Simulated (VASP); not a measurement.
# Ag in VASP: single point with PBE+D3(BJ)

Aim: the single point of Ag with PBE+D3(BJ).

Program: VASP 6.6.1. These are calculated values, not measurements. Logs are shortened: lines on timing, memory, paths and dates and some standing lists are left out, and cuts for length are marked.

## 1. The cell of the first run

The cell holds a slab with vacuum, 16 atoms: a = 5.761 Å, b = 5.761 Å, c = 23.110 Å, α = 90.00°, β = 90.00°, γ = 90.00°.

## 2. Single point, PBE+D3(BJ)

The input, INCAR:

```
ALGO = Normal ; DIPOL = 0.5 0.5 0.501
EDIFF = 1E-7 ; ENCUT = 520
GGA = PE ; IDIPOL = 3
ISIF = 2 ; ISMEAR = 0
IVDW = 12 ; LASPH = T
LCHARG = F ; LDIPOL = T
LREAL = Auto ; LWAVE = F
NBANDS = 102 ; NELM = 100
PREC = Accurate ; SIGMA = 0.1
```

The input, KPOINTS:

```
k-points
0
Gamma
  5 5 1
```

The input, POSCAR:

```
Ag
1.0
    5.7606259194      0.0000000000      0.0000000000
    0.0000000000      5.7606259194      0.0000000000
    0.0000000000      0.0000000000     23.1100664772
Ag
16
Direct
    0.2500000000      0.2500000000      0.3678050865
    0.2500000000      0.7500000000      0.3678050865
    0.7500000000      0.2500000000      0.3678050865
    0.7500000000      0.7500000000      0.3678050865
    0.5000000000      0.5000000000      0.4559350288
    0.5000000000      0.0000000000      0.4559350288
    0.0000000000      0.5000000000      0.4559350288
    0.0000000000      0.0000000000      0.4559350288
    0.7500000000      0.7500000000      0.5450512177
    0.7500000000      0.2500000000      0.5450512177
    0.2500000000      0.7500000000      0.5450512177
    0.2500000000      0.2500000000      0.5450512177
    0.0000000000      0.0000000000      0.6333403230
    0.0000000000      0.5000000000      0.6333403230
    0.5000000000      0.0000000000      0.6333403230
    0.5000000000      0.5000000000      0.6333403230
```

Potentials or basis: VASP PAW PBE potentials, release 64 (Ag).

The run is started by

```
$ cat potpaw_PBE.64/Ag/POTCAR > POTCAR
$ mpirun -np 1 vasp_std > vasp.out
```

OUTCAR:

```text
EDIFF = 1E-7
   ENCUT = 520
   GGA = PE
   ISIF = 2
   ISMEAR = 0
   IVDW = 12
   LASPH = T
   LREAL = Auto
   NELM = 100
   PREC = Accurate
 IVDW          = 12

 ion  position               nearest neighbor table
   1  0.250  0.250  0.368-   5 2.88   6 2.88   7 2.88   8 2.88   2 2.88   3 2.88   2 2.88   3 2.88

   2  0.250  0.750  0.368-   5 2.88   6 2.88   7 2.88   8 2.88   1 2.88   4 2.88   1 2.88   4 2.88

   3  0.750  0.250  0.368-   5 2.88   6 2.88   7 2.88   8 2.88   1 2.88   4 2.88   4 2.88   1 2.88
[... 23 lines left out ...]
  15  0.500  0.000  0.633-  13 2.88  16 2.88  16 2.88  13 2.88   9 2.88  10 2.88  11 2.88  12 2.88

  16  0.500  0.500  0.633-  14 2.88  15 2.88  15 2.88  14 2.88   9 2.88  10 2.88  11 2.88  12 2.88

  LATTYP: Found a simple tetragonal cell.
 ALAT       =     5.7606259194
 C/A-ratio  =     4.0117283782

  Lattice vectors:

 A1 = (   5.7606259194,   0.0000000000,   0.0000000000)
 A2 = (   0.0000000000,   5.7606259194,   0.0000000000)
 A3 = (   0.0000000000,   0.0000000000,  23.1100664772)

Analysis of symmetry for initial positions (statically):
=====================================================================
 Subroutine PRICEL returns following result:

  LATTYP: Found a simple tetragonal cell.
 ALAT       =     2.8803129597
 C/A-ratio  =     8.0234567565

  Lattice vectors:

 A1 = (   2.8803129597,   0.0000000000,   0.0000000000)
 A2 = (   0.0000000000,   2.8803129597,   0.0000000000)
 A3 = (   0.0000000000,   0.0000000000,  23.1100664772)

   4 primitive cells build up your supercell.

 Routine SETGRP: Setting up the symmetry group for a
 simple tetragonal supercell.

 Subroutine GETGRP returns: Found  8 space group operations
 (whereof  8 operations were pure point group operations)
 out of a pool of 16 trial point group operations.

The static configuration has the point symmetry C_4v.

Analysis of symmetry for dynamics (positions and initial velocities):
=====================================================================
 Subroutine PRICEL returns following result:

  LATTYP: Found a simple tetragonal cell.
 ALAT       =     2.8803129597
 C/A-ratio  =     8.0234567565

  Lattice vectors:

 A1 = (   2.8803129597,   0.0000000000,   0.0000000000)
 A2 = (   0.0000000000,   2.8803129597,   0.0000000000)
 A3 = (   0.0000000000,   0.0000000000,  23.1100664772)

   4 primitive cells build up your supercell.

 Routine SETGRP: Setting up the symmetry group for a
 simple tetragonal supercell.

 Subroutine GETGRP returns: Found  8 space group operations
 (whereof  8 operations were pure point group operations)
 out of a pool of 16 trial point group operations.

The dynamic configuration has the point symmetry C_4v.

 Subroutine INISYM returns: Found  8 space group operations
 (whereof  8 operations are pure point group operations),
 and found     4 'primitive' translations

----------------------------------------------------------------------------------------

                                     Primitive cell

  volume of cell :     191.7258

  direct lattice vectors                    reciprocal lattice vectors
     2.880312960  0.000000000  0.000000000     0.347184495  0.000000000  0.000000000
     0.000000000  2.880312960  0.000000000     0.000000000  0.347184495  0.000000000
     0.000000000  0.000000000 23.110066477     0.000000000  0.000000000  0.043271187

  length of vectors
     2.880312960  2.880312960 23.110066477     0.347184495  0.347184495  0.043271187

  position of ions in fractional coordinates (direct lattice)
     0.500000000  0.500000000  0.367805086
     0.000000000  0.000000000  0.455935029
     0.500000000  0.500000000  0.545051218
     0.000000000  0.000000000  0.633340323

  ion indices of the primitive-cell ions
   primitive index   ion index
                 1           1
                 2           5
                 3          12
                 4          13

----------------------------------------------------------------------------------------

 KPOINTS: k-points

Automatic generation of k-mesh.
 Grid dimensions read from file:
 generate k-points for:    5    5    1

 Generating k-lattice:

  Cartesian coordinates                     Fractional coordinates (reciprocal lattice)
     0.034718449  0.000000000  0.000000000     0.200000000  0.000000000  0.000000000
     0.000000000  0.034718449  0.000000000     0.000000000  0.200000000  0.000000000
     0.000000000  0.000000000  0.043271187     0.000000000  0.000000000  1.000000000

  Length of vectors
     0.034718449  0.034718449  0.043271187

  Shift w.r.t. Gamma in fractional coordinates (k-lattice)
     0.000000000  0.000000000  0.000000000

 Subroutine IBZKPT returns following result:
 ===========================================

 Found      6 irreducible k-points:

 Following reciprocal coordinates:
            Coordinates               Weight
  0.000000  0.000000  0.000000      1.000000
  0.200000  0.000000  0.000000      4.000000
  0.400000  0.000000  0.000000      4.000000
  0.200000  0.200000  0.000000      4.000000
  0.400000  0.200000  0.000000      8.000000
  0.400000  0.400000  0.000000      4.000000
   k-points           NKPTS =      6   k-points in BZ     NKDIM =      6   number of bands    NBANDS=    102
   number of dos      NEDOS =    301   number of ions     NIONS =     16
   total plane-waves  NPLWV = 414720
   dimension x,y,z NGX =    48 NGY =   48 NGZ =  180
   dimension x,y,z NGXF=    96 NGYF=   96 NGZF=  360
   ions per type =              16
   NGX,Y,Z   is equivalent  to a cutoff of  13.85, 13.85, 12.95 a.u.
   NGXF,Y,Z  is equivalent  to a cutoff of  27.70, 27.70, 25.90 a.u.
 SYSTEM =  unknown system
   PREC   = accura    normal or accurate (medium, high low for compatibility)
   ISTART =      0    job   : 0-new  1-cont  2-samecut
   ICHARG =      2    charge: 1-file 2-atom 10-const
   ISPIN  =      1    spin polarized calculation?
   LNONCOLLINEAR =      F non collinear calculations
   LSORBIT =      F    spin-orbit coupling
   LASPH  =      T    aspherical Exc in radial PAW
   ENCUT  =  520.0 eV  38.22 Ry    6.18 a.u.  10.71 10.71 42.97*2*pi/ulx,y,z
   NELM   =    100;   NELMIN=  2; NELMDL= -5     # of ELM steps
   EDIFF  = 0.1E-06   stopping-criterion for ELM
   LREAL  =      T    real-space projection
   EDIFFG = 0.1E-05   stopping-criterion for IOM
   NSW    =      0    number of steps for IOM
   IBRION =     -1    ionic relax: 0-MD 1-quasi-New 2-CG
   NFREE  =      0    steps in history (QN), initial steepest desc. (CG)
   ISIF   =      2    stress and relaxation
   ISYM   =      2    0-nonsym 1-usesym 2-fastsym
   POTIM  = 0.5000    time-step for ionic-motion
   TEBEG  =    0.0;   TEEND  =   0.0 temperature during run
   PSTRESS=    0.0 pullay stress
   NELECT =     176.0000    total number of electrons
   NUPDOWN=      -1.0000    fix difference up-down
   EMIN   =  10.00;   EMAX   =-10.00  energy-range for DOS
   EFERMI =   0.00;   METHOD = LEGACY
   ISMEAR =     0;   SIGMA  =   0.10  broadening in eV -4-tet -1-fermi 0-gaus
   EFERMI_NEDOS =   21; number of points for ismear=-14 and -15
   IALGO  =     38    algorithm
   IMIX   =      4    mixing-type and parameters
     AMIX     =   0.40;   BMIX     =  1.00
     AMIX_MAG =   1.60;   BMIX_MAG =  1.00
  volume/ion in A,a.u.               =      47.93       323.46
  Fermi-wavevector in a.u.,A,eV,Ry     =   1.002303  1.894077 13.668557  1.004611
  Thomas-Fermi vector in A             =   2.134781
   LORBIT       =      0    0 simple, 1 ext, 2 COOP (PROOUT), +10 PAW based schemes
   GGA     = PE    functional components
   LHFCALC =     F    Hartree Fock is set to
   AEXX    =    0.0000 exact exchange contribution
   IVDW    =    12    specifies the selected vdW correction
   LEPSILON=     F    determine dielectric tensor
   LRPA    =     F    only Hartree local field effects (RPA)
 non-spin polarized calculation
 Gauss-broadening in eV      SIGMA  =   0.10
  energy-cutoff  :      520.00
  volume of cell :      766.90
 maximum number of plane-waves:     20674
 NGX is ok and might be reduce to    48
   NGX = 21   NGY = 21   NGZ = 85

 dipolmoment           0.000000      0.000000     -0.000538 electrons x Angstroem

 number of electron     175.9999937 magnetization

 dipolmoment           0.000000      0.000000      0.000190 electrons x Angstroem

 Free energy of the ion-electron system (eV)
  ---------------------------------------------------
  ext. energy  EPLUGINS =         0.00000000
  ---------------------------------------------------
  free energy    TOTEN  =       -40.02525917 eV

  energy without entropy =      -40.00877207  energy(sigma->0) =      -40.01701562

 E-fermi :   0.3914     XC(G=0):  -5.1112

 val. band max:        0.3516096435   @ k =   0.2000   0.0000   0.0000
 cond. band min:       0.4349368133   @ k =   0.0000   0.0000   0.0000
 fundamental gap:      0.0833271698
 Fermi energy:         0.3914460528

 k-point     1 :       0.0000    0.0000    0.0000
  band No.  band energies     occupation
      1      -7.0112      2.00000
      2      -6.0309      2.00000
      3      -5.9246      2.00000
      4      -5.9222      2.00000
      5      -5.8803      2.00000
      6      -5.8668      2.00000
[... 607 lines left out ...]
     99       5.0784      0.00000
    100       5.6216      0.00000
 [bands above 100 left out]

------------------------ aborting loop because EDIFF is reached ----------------------------------------

 vacuum level on the upper side and lower side of the slab       (xc-potential included)        -0.053        -0.055

 Edisp (eV)   -6.84923

 E8    (eV) :    -3.1145

  FORCE on cell =-STRESS in cart. coord.  units (eV):
  Direction    XX          YY          ZZ          XY          YZ          ZX
  --------------------------------------------------------------------------------------
  -------------------------------------------------------------------------------------
  Total      -4.86049    -4.86049    -0.19255     0.00000     0.00000    -0.00000
  in kB     -10.15430   -10.15430    -0.40226     0.00000     0.00000    -0.00000
  external pressure =       -6.90 kB  Pullay stress =        0.00 kB

 VOLUME and BASIS-vectors are now :
 -----------------------------------------------------------------------------
  energy-cutoff  :      520.00
  volume of cell :      766.90
      direct lattice vectors                 reciprocal lattice vectors
     5.760625919  0.000000000  0.000000000     0.173592247  0.000000000  0.000000000
     0.000000000  5.760625919  0.000000000     0.000000000  0.173592247  0.000000000
     0.000000000  0.000000000 23.110066477     0.000000000  0.000000000  0.043271187

 POSITION                                       TOTAL-FORCE (eV/Angst)
 -----------------------------------------------------------------------------------
      1.44016      1.44016      8.50000         0.000000      0.000000     -0.006525
      1.44016      4.32047      8.50000        -0.000000      0.000000     -0.006525
      4.32047      1.44016      8.50000         0.000000      0.000000     -0.006525
      4.32047      4.32047      8.50000         0.000000     -0.000000     -0.006525
      2.88031      2.88031     10.53669        -0.000000      0.000000      0.010501
      2.88031      0.00000     10.53669        -0.000000     -0.000000      0.010501
[... 8 lines left out ...]
      2.88031      0.00000     14.63654         0.000000      0.000000     -0.004190
      2.88031      2.88031     14.63654         0.000000     -0.000000     -0.004190
 -----------------------------------------------------------------------------------
    total drift:                                0.000000      0.000000     -0.007296

  FREE ENERGIE OF THE ION-ELECTRON SYSTEM (eV)
  ---------------------------------------------------
  free  energy   TOTEN  =       -46.8744865524 eV

  energy  without entropy=      -46.8579994515  energy(sigma->0) =      -46.86624300

 vacuum level on the upper side and lower side of the slab         4.511         4.509
```

Run time: 9.4 min. Hardware: 1 thread of Intel Xeon 6975P-C (Granite Rapids), shared host; peak memory 0.89 GiB.

What came out:

- Free energy: -46.8745 eV
- Largest force: 0.011 eV/Å
- Band gap on the k mesh: zero (band 88 reaches 0.67 eV, above the bottom of band 89 at -0.38 eV)
- Dispersion energy per atom: -0.428 eV

Forces in eV/Å, atoms in the order of the input:
```
Ag   0.000  0.000 -0.007
Ag   0.000  0.000 -0.007
Ag   0.000  0.000 -0.007
Ag   0.000  0.000 -0.007
Ag   0.000  0.000  0.011
Ag   0.000  0.000  0.011
Ag   0.000  0.000  0.011
Ag   0.000  0.000  0.011
Ag   0.000  0.000  0.000
Ag   0.000  0.000  0.000
Ag   0.000  0.000  0.000
Ag   0.000  0.000  0.000
Ag   0.000  0.000 -0.004
Ag   0.000  0.000 -0.004
Ag   0.000  0.000 -0.004
Ag   0.000  0.000 -0.004
```
